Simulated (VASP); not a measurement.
# Bi (Immm) in VASP: a series of runs

The runs below take Bi through single point, with PBEsol+D3(BJ).

Everything below comes from runs of VASP 6.6.1. Logs are shortened: lines on timing, memory, paths and dates and some standing lists are left out, and cuts for length are marked.

**1. The cell of the first run**

It takes space group Immm (No. 71, orthorhombic). The conventional cell has a = 3.508 Å, b = 3.758 Å, c = 4.277 Å, α = 90.00°, β = 90.00°, γ = 90.00°. Within 4.4 Å of Bi (site symmetry mmm) lie 14 Bi at 3.34 to 4.28 Å.

**2. Single point, PBEsol+D3(BJ)**

INCAR

```
SYSTEM = Bi
ALGO = Fast
EDIFF = 1E-7
ENCUT = 520
GGA = PS
ISIF = 2
ISMEAR = 0
IVDW = 12
LASPH = .True.
LCHARG = .False.
LREAL = .False.
LWAVE = .False.
NBANDS = 14
NELM = 60
PREC = Accurate
SIGMA = 0.15
```

KPOINTS

```
k-points
0
Gamma
  16 16 16
  0 0 0
```

POSCAR

```
Bi
1.0
   -1.7538946827      2.1386683749      1.8790423261
    1.7538946827     -2.1386683749      1.8790423261
    1.7538946827      2.1386683749     -1.8790423261
Bi
1
Direct
    0.0000000000      0.0000000000      0.0000000000
```

Potentials or basis: VASP PAW PBE potentials, release 64 (Bi_d).

Launch:

```
$ cat potpaw_PBE.64/Bi_d/POTCAR > POTCAR
$ mpirun -np 1 vasp_std > vasp.out
```

OUTCAR:

```text
SYSTEM = Bi
   EDIFF = 1E-7
   ENCUT = 520
   GGA = PS
   ISIF = 2
   ISMEAR = 0
   IVDW = 12
   LASPH = .True.
   LREAL = .False.
   NELM = 60
   PREC = Accurate
 IVDW          = 12

 ion  position               nearest neighbor table
   1  0.000  0.000  0.000-

  LATTYP: Found a body centered orthorhombic cell.
 ALAT       =     3.5077893654
 B/A-ratio  =     1.0713541381
 C/A-ratio  =     1.2193824384

  Lattice vectors:

 A1 = (  -1.7538946827,  -2.1386683749,   1.8790423261)
 A2 = (   1.7538946827,  -2.1386683749,  -1.8790423261)
 A3 = (   1.7538946827,   2.1386683749,   1.8790423261)

Analysis of symmetry for initial positions (statically):
=====================================================================
 Subroutine PRICEL returns:
 Original cell was already a primitive cell.

 Routine SETGRP: Setting up the symmetry group for a
 body centered orthorhombic supercell.

 Subroutine GETGRP returns: Found  8 space group operations
 (whereof  8 operations were pure point group operations)
 out of a pool of  8 trial point group operations.

The static configuration has the point symmetry D_2h.

Analysis of symmetry for dynamics (positions and initial velocities):
=====================================================================
 Subroutine PRICEL returns:
 Original cell was already a primitive cell.

 Routine SETGRP: Setting up the symmetry group for a
 body centered orthorhombic supercell.

 Subroutine GETGRP returns: Found  8 space group operations
 (whereof  8 operations were pure point group operations)
 out of a pool of  8 trial point group operations.

The dynamic configuration has the point symmetry D_2h.

 Subroutine INISYM returns: Found  8 space group operations
 (whereof  8 operations are pure point group operations),
 and found     1 'primitive' translations

----------------------------------------------------------------------------------------

                                     Primitive cell

  volume of cell :      28.1931

  direct lattice vectors                    reciprocal lattice vectors
    -1.753894683  2.138668375  1.879042326     0.000000000  0.233790337  0.266092995
     1.753894683 -2.138668375  1.879042326     0.285079831  0.000000000  0.266092995
     1.753894683  2.138668375 -1.879042326     0.285079831  0.233790337  0.000000000

  length of vectors
     3.343777660  3.343777660  3.343777660     0.354208136  0.389969219  0.368684732

  position of ions in fractional coordinates (direct lattice)
     0.000000000  0.000000000  0.000000000

  ion indices of the primitive-cell ions
   primitive index   ion index
                 1           1

----------------------------------------------------------------------------------------

 KPOINTS: k-points

Automatic generation of k-mesh.
 Grid dimensions read from file:
 generate k-points for:   16   16   16

 Generating k-lattice:

  Cartesian coordinates                     Fractional coordinates (reciprocal lattice)
     0.000000000  0.014611896  0.016630812     0.062500000  0.000000000 -0.000000000
     0.017817489  0.000000000  0.016630812     0.000000000  0.062500000 -0.000000000
     0.017817489  0.014611896  0.000000000     0.000000000 -0.000000000  0.062500000

  Length of vectors
     0.022138008  0.024373076  0.023042796

  Shift w.r.t. Gamma in fractional coordinates (k-lattice)
     0.000000000  0.000000000  0.000000000

 Subroutine IBZKPT returns following result:
 ===========================================

 Found    621 irreducible k-points:

 Following reciprocal coordinates:
            Coordinates               Weight
  0.000000  0.000000  0.000000      1.000000
  0.062500 -0.000000  0.000000      4.000000
  0.125000 -0.000000  0.000000      4.000000
  0.187500 -0.000000  0.000000      4.000000
  0.250000 -0.000000  0.000000      4.000000
  0.312500 -0.000000  0.000000      4.000000
[... 16 lines left out ...]
 -0.187500  0.062500 -0.000000      8.000000
 -0.125000  0.062500 -0.000000      8.000000
 [... further k-points ...]
   k-points           NKPTS =    621   k-points in BZ     NKDIM =    621   number of bands    NBANDS=     14
   number of dos      NEDOS =    301   number of ions     NIONS =      1
   total plane-waves  NPLWV =  21952
   dimension x,y,z NGX =    28 NGY =   28 NGZ =   28
   dimension x,y,z NGXF=    56 NGYF=   56 NGZF=   56
   ions per type =               1
   NGX,Y,Z   is equivalent  to a cutoff of  13.92, 13.92, 13.92 a.u.
   NGXF,Y,Z  is equivalent  to a cutoff of  27.84, 27.84, 27.84 a.u.
 SYSTEM =  Bi
   PREC   = accura    normal or accurate (medium, high low for compatibility)
   ISTART =      0    job   : 0-new  1-cont  2-samecut
   ICHARG =      2    charge: 1-file 2-atom 10-const
   ISPIN  =      1    spin polarized calculation?
   LNONCOLLINEAR =      F non collinear calculations
   LSORBIT =      F    spin-orbit coupling
   LASPH  =      T    aspherical Exc in radial PAW
   ENCUT  =  520.0 eV  38.22 Ry    6.18 a.u.   6.22  6.22  6.22*2*pi/ulx,y,z
   NELM   =     60;   NELMIN=  2; NELMDL= -5     # of ELM steps
   EDIFF  = 0.1E-06   stopping-criterion for ELM
   LREAL  =      F    real-space projection
   EDIFFG = 0.1E-05   stopping-criterion for IOM
   NSW    =      0    number of steps for IOM
   IBRION =     -1    ionic relax: 0-MD 1-quasi-New 2-CG
   NFREE  =      0    steps in history (QN), initial steepest desc. (CG)
   ISIF   =      2    stress and relaxation
   ISYM   =      2    0-nonsym 1-usesym 2-fastsym
   POTIM  = 0.5000    time-step for ionic-motion
   TEBEG  =    0.0;   TEEND  =   0.0 temperature during run
   PSTRESS=    0.0 pullay stress
   NELECT =      15.0000    total number of electrons
   NUPDOWN=      -1.0000    fix difference up-down
   EMIN   =  10.00;   EMAX   =-10.00  energy-range for DOS
   EFERMI =   0.00;   METHOD = LEGACY
   ISMEAR =     0;   SIGMA  =   0.15  broadening in eV -4-tet -1-fermi 0-gaus
   EFERMI_NEDOS =   21; number of points for ismear=-14 and -15
   IALGO  =     68    algorithm
   IMIX   =      4    mixing-type and parameters
     AMIX     =   0.40;   BMIX     =  1.00
     AMIX_MAG =   1.60;   BMIX_MAG =  1.00
  volume/ion in A,a.u.               =      28.19       190.26
  Fermi-wavevector in a.u.,A,eV,Ry     =   1.326551  2.506819 23.942697  1.759739
  Thomas-Fermi vector in A             =   2.455930
   LORBIT       =      0    0 simple, 1 ext, 2 COOP (PROOUT), +10 PAW based schemes
   GGA     = PS    functional components
   LHFCALC =     F    Hartree Fock is set to
   AEXX    =    0.0000 exact exchange contribution
   IVDW    =    12    specifies the selected vdW correction
   LEPSILON=     F    determine dielectric tensor
   LRPA    =     F    only Hartree local field effects (RPA)
 non-spin polarized calculation
 RMM-DIIS sequential band-by-band and
 Gauss-broadening in eV      SIGMA  =   0.15
  energy-cutoff  :      520.00
  volume of cell :       28.19
 maximum number of plane-waves:       771
 NGX is ok and might be reduce to    28
   NGX = 13   NGY = 13   NGZ = 13

 number of electron      15.0000000 magnetization

 Free energy of the ion-electron system (eV)
  ---------------------------------------------------
  ext. energy  EPLUGINS =         0.00000000
  ---------------------------------------------------
  free energy    TOTEN  =        -4.17230658 eV

  energy without entropy =       -4.16635159  energy(sigma->0) =       -4.16932909

 E-fermi :   9.0776     XC(G=0): -10.9172

 val. band max:        9.0760742297   @ k =  -0.3750   0.5000   0.2500
 cond. band min:       9.0815288988   @ k =  -0.2500   0.3750   0.1250
 fundamental gap:      0.0054546691
 Fermi energy:         9.0776178426

 k-point     1 :       0.0000    0.0000    0.0000
  band No.  band energies     occupation
      1     -14.0246      2.00000
      2     -13.9937      2.00000
      3     -13.9487      2.00000
      4     -13.9011      2.00000
      5     -13.8097      2.00000
      6      -5.2424      2.00000
      7      14.4265      0.00000
      8      14.4849      0.00000
      9      15.4090      0.00000
     10      18.6411      0.00000
     11      19.0114      0.00000
     12      19.8748      0.00000
     13      20.5475      0.00000
     14      21.1650      0.00000

 k-point     2 :       0.0625   -0.0000    0.0000
  band No.  band energies     occupation
      1     -14.0202      2.00000
      2     -13.9897      2.00000
      3     -13.9455      2.00000
      4     -13.9029      2.00000
      5     -13.8112      2.00000
      6      -5.1688      2.00000
      7      13.4967      0.00000
      8      14.4620      0.00000
      9      15.2138      0.00000
     10      18.3904      0.00000
     11      19.4458      0.00000
     12      20.2145      0.00000
     13      20.6709      0.00000
     14      20.8301      0.00000

 k-point     3 :       0.1250   -0.0000    0.0000
  band No.  band energies     occupation
      1     -14.0081      2.00000
      2     -13.9845      2.00000
      3     -13.9303      2.00000
      4     -13.9078      2.00000
      5     -13.8151      2.00000
      6      -4.9491      2.00000
      7      11.6582      0.00000
      8      14.4597      0.00000
      9      14.7178      0.00000
     10      17.9916      0.00000
     11      19.6691      0.00000
     12      19.8662      0.00000
     13      20.2937      0.00000
     14      22.1743      0.00000
[... 324 lines left out ...]
 k-point    23 :      -0.1875    0.0625   -0.0000
  band No.  band energies     occupation
      1     -13.9998      2.00000
      2     -13.9817      2.00000
      3     -13.9145      2.00000
      4     -13.9066      2.00000
      5     -13.8217      2.00000
      6      -4.7416      2.00000
      7      10.7690      0.00000
      8      13.5565      0.00000
      9      14.5837      0.00000
     10      17.9962      0.00000
     11      19.1707      0.00000
     12      19.9556      0.00000
     13      21.0120      0.00000
     14      22.1170      0.00000

 k-point    24 :      -0.1250    0.0625   -0.0000
  band No.  band energies     occupation
      1     -14.0125      2.00000
      2     -13.9845      2.00000
      3     -13.9372      2.00000
      4     -13.9027      2.00000
      5     -13.8162      2.00000
      6      -5.0240      2.00000
      7      12.6226      0.00000
      8      14.0327      0.00000
      9      14.7324      0.00000
     10      18.1006      0.00000
     11      19.5743      0.00000
     12      19.9533      0.00000
     13      20.9385      0.00000
     14      21.3764      0.00000

 [... further k-points ...]

------------------------ aborting loop because EDIFF is reached ----------------------------------------

 Edisp (eV)   -0.58072

 E8    (eV) :    -0.4157

  FORCE on cell =-STRESS in cart. coord.  units (eV):
  Direction    XX          YY          ZZ          XY          YZ          ZX
  --------------------------------------------------------------------------------------
  -------------------------------------------------------------------------------------
  Total       0.30815    -0.00889     0.31208     0.00000     0.00000    -0.00000
  in kB      17.51188    -0.50538    17.73525     0.00000     0.00000    -0.00000
  external pressure =       11.58 kB  Pullay stress =        0.00 kB

 VOLUME and BASIS-vectors are now :
 -----------------------------------------------------------------------------
  energy-cutoff  :      520.00
  volume of cell :       28.19
      direct lattice vectors                 reciprocal lattice vectors
    -1.753894683  2.138668375  1.879042326     0.000000000  0.233790337  0.266092995
     1.753894683 -2.138668375  1.879042326     0.285079831  0.000000000  0.266092995
     1.753894683  2.138668375 -1.879042326     0.285079831  0.233790337  0.000000000

 POSITION                                       TOTAL-FORCE (eV/Angst)
 -----------------------------------------------------------------------------------
      0.00000      0.00000      0.00000        -0.000000      0.000000     -0.000000
 -----------------------------------------------------------------------------------
    total drift:                                0.000000     -0.000000      0.000000

  FREE ENERGIE OF THE ION-ELECTRON SYSTEM (eV)
  ---------------------------------------------------
  free  energy   TOTEN  =        -4.7530235460 eV

  energy  without entropy=       -4.7470685597  energy(sigma->0) =       -4.75004605
```

It took 3 min on 1 thread of AMD EPYC 9R45 (Zen 5), shared host; peak memory 0.31 GiB.

Results:

| Property | Result |
| --- | --- |
| Free energy | -4.7530 eV |
| Pressure | 1.2 GPa |
| Band gap on the k mesh | zero (an odd number of electrons rules out a gap without spin polarisation) |
| Dispersion energy per atom | -0.581 eV |

Caveat: the cell differs from its parent crystal (strain +e along x and -e along y -0.1000, strain +e along z and -e/2 along x and y -0.0233); the PAW data sets were made with another functional, which shifts forces and pressure a little; spin-orbit coupling is left out, which moves the levels of the heavy elements.

**3. Single point, PBEsol+D3(BJ)**

INCAR

```
PREC = Accurate
ENCUT = 520
EDIFF = 1E-7
ISMEAR = 0
SIGMA = 0.15
LREAL = F
LASPH = T
NELM = 60
ALGO = Fast
ISIF = 2
LWAVE = F
LCHARG = F
GGA = PS
IVDW = 12
NBANDS = 14
```

KPOINTS

```
regular mesh
0
Gamma
  16 16 16
```

POSCAR

```
Bi
1.0
   -1.7090685475      2.0938422397      1.9686945963
    1.7090685475     -2.0938422397      1.9686945963
    1.7090685475      2.0938422397     -1.9686945963
Bi
1
Direct
    0.0000000000      0.0000000000      0.0000000000
```

Potentials or basis: VASP PAW PBE potentials, release 64 (Bi_d).

Launch:

```
$ cat potpaw_PBE.64/Bi_d/POTCAR > POTCAR
$ mpirun -np 1 vasp_std > vasp.out
```

OUTCAR:

```text
PREC = Accurate
   ENCUT = 520
   EDIFF = 1E-7
   ISMEAR = 0
   LREAL = F
   LASPH = T
   NELM = 60
   ISIF = 2
   GGA = PS
   IVDW = 12
 IVDW          = 12

 ion  position               nearest neighbor table
   1  0.000  0.000  0.000-

  LATTYP: Found a body centered orthorhombic cell.
 ALAT       =     3.4181370950
 B/A-ratio  =     1.1519108459
 C/A-ratio  =     1.2251364890

  Lattice vectors:

 A1 = (  -1.7090685475,  -2.0938422397,   1.9686945963)
 A2 = (   1.7090685475,  -2.0938422397,  -1.9686945963)
[... 592 lines left out ...]

------------------------ aborting loop because EDIFF is reached ----------------------------------------

 Edisp (eV)   -0.58097

 E8    (eV) :    -0.4159

  FORCE on cell =-STRESS in cart. coord.  units (eV):
  Direction    XX          YY          ZZ          XY          YZ          ZX
  --------------------------------------------------------------------------------------
  -------------------------------------------------------------------------------------
  Total       0.40851     0.11527     0.29929     0.00000     0.00000    -0.00000
  in kB      23.22606     6.55393    17.01629     0.00000     0.00000    -0.00000
  external pressure =       15.60 kB  Pullay stress =        0.00 kB

 VOLUME and BASIS-vectors are now :
 -----------------------------------------------------------------------------
  energy-cutoff  :      520.00
  volume of cell :       28.18
      direct lattice vectors                 reciprocal lattice vectors
    -1.709068548  2.093842240  1.968694596     0.000000000  0.238795450  0.253975401
     1.709068548 -2.093842240  1.968694596     0.292557019  0.000000000  0.253975401
     1.709068548  2.093842240 -1.968694596     0.292557019  0.238795450  0.000000000

 POSITION                                       TOTAL-FORCE (eV/Angst)
 -----------------------------------------------------------------------------------
      0.00000      0.00000      0.00000         0.000000     -0.000000     -0.000000
 -----------------------------------------------------------------------------------
    total drift:                                0.000000      0.000000      0.000000

  FREE ENERGIE OF THE ION-ELECTRON SYSTEM (eV)
  ---------------------------------------------------
  free  energy   TOTEN  =        -4.7564475227 eV

  energy  without entropy=       -4.7498695787  energy(sigma->0) =       -4.75315855
```

OSZICAR:

```text
N       E                     dE             d eps       ncg     rms          rms(c)
DAV:   1     0.113989800143E+03    0.11399E+03   -0.76403E+03 17636   0.127E+03
DAV:   2     0.230252524695E+01   -0.11169E+03   -0.10790E+03 18858   0.345E+02
DAV:   3    -0.403717812683E+01   -0.63397E+01   -0.63171E+01 21802   0.785E+01
DAV:   4    -0.417917749045E+01   -0.14200E+00   -0.14197E+00 22022   0.124E+01
DAV:   5    -0.418502835066E+01   -0.58509E-02   -0.58507E-02 24452   0.231E+00    0.503E-01
RMM:   6    -0.417767544858E+01    0.73529E-02   -0.73241E-03 21577   0.103E+00    0.277E-01
RMM:   7    -0.417545004331E+01    0.22254E-02   -0.58996E-03 21331   0.801E-01    0.740E-02
RMM:   8    -0.417544280780E+01    0.72355E-05   -0.11159E-03 25082   0.402E-01    0.949E-03
RMM:   9    -0.417547070643E+01   -0.27899E-04   -0.28997E-04 28958   0.150E-01    0.920E-03
RMM:  10    -0.417547248408E+01   -0.17777E-05   -0.41343E-05 24815   0.873E-02    0.400E-03
RMM:  11    -0.417547278764E+01   -0.30355E-06   -0.21442E-05 28004   0.450E-02    0.215E-03
RMM:  12    -0.417547321142E+01   -0.42378E-06   -0.54116E-06 29617   0.198E-02    0.193E-03
RMM:  13    -0.417547297447E+01    0.23695E-06   -0.50994E-07 17751   0.673E-03    0.113E-03
RMM:  14    -0.417547292024E+01    0.54233E-07   -0.24681E-07 18378   0.626E-03
   1 F= -.47564475E+01 E0= -.47531586E+01  d E =-.657794E-02
```

stdout:

```text
POSCAR found type information on POSCAR Bi
 POSCAR found :  1 types and       1 ions
 scaLAPACK will be used
 -----------------------------------------------------------------------------
|                                                                             |
|                                                                             |
|     You enforced a specific xc type in the INCAR file but a different       |
[... 44 lines left out ...]
WARNING in EDDRMM: call to ZHEGV failed, returncode =   6  3     11
WARNING in EDDRMM: call to ZHEGV failed, returncode =   8  4     12
WARNING in EDDRMM: call to ZHEGV failed, returncode =   6  3     12
WARNING in EDDRMM: call to ZHEGV failed, returncode =   6  3     13
WARNING in EDDRMM: call to ZHEGV failed, returncode =   6  3     12
WARNING in EDDRMM: call to ZHEGV failed, returncode =   6  3     12
WARNING in EDDRMM: call to ZHEGV failed, returncode =   6  3     11
```

It took 2.9 min on 1 thread of AMD EPYC 9R45 (Zen 5), shared host; peak memory 0.31 GiB.

What came out:

| Item | Value |
| --- | --- |
| Free energy | -4.7564 eV |
| Pressure | 1.6 GPa |
| Band gap on the k mesh | zero (an odd number of electrons rules out a gap without spin polarisation) |
| Dispersion energy per atom | -0.581 eV |

Stress tensor (GPa, compression positive):
```
2.32 0.00 0.00
0.00 0.66 0.00
0.00 0.00 1.70
```

Caveat: the cell differs from its parent crystal (strain +e along x and -e along y -0.1000, strain +e along z and -e/2 along x and y +0.0233); the PAW data sets were made with another functional, which shifts forces and pressure a little; spin-orbit coupling is left out, which moves the levels of the heavy elements.

(Continued in part 2 of 2.)

The gap in the log of VASP goes by the Fermi energy; the results here count the filled bands.